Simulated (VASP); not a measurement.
Input of a VASP 6.6.1 run:

The input INCAR:

```
SYSTEM = Hf
ALGO = Normal
EDIFF = 1E-8
ENCUT = 520
GGA = PE
ISIF = 2
ISMEAR = -1
LASPH = .True.
LCHARG = .False.
LEFG = .True.
LREAL = .False.
LWAVE = .False.
NBANDS = 17
NELM = 60
PREC = Accurate
SIGMA = 0.05
```

File KPOINTS:

```
k-points
0
Gamma
  13 13 7
  0 0 0
```

File POSCAR:

```
Hf
1.0
    3.2178693301      0.0000000000      0.0000000000
   -1.6089346650      2.7867565859      0.0000000000
    0.0000000000      0.0000000000      5.0912963404
Hf
2
Direct
    0.3333333333      0.6666666667      0.2500000000
    0.6666666667      0.3333333333      0.7500000000
```

Potentials or basis: VASP PAW PBE potentials, release 64 (Hf_pv).

Run with:

```bash
$ cat potpaw_PBE.64/Hf_pv/POTCAR > POTCAR
$ mpirun -np 1 vasp_std > vasp.out
```

(1) What does it give for the band gap on the k mesh?

(2) What does it give for the pressure?

Results:

(1) zero (bands 10 and 11 overlap by 1.58 eV).

(2) -1.8 GPa.

Caveat: without QUAD_EFG the Cq values of the log hold for a quadrupole moment of 1 mb, not for the nuclei; spin-orbit coupling is left out, which moves the levels of the heavy elements.
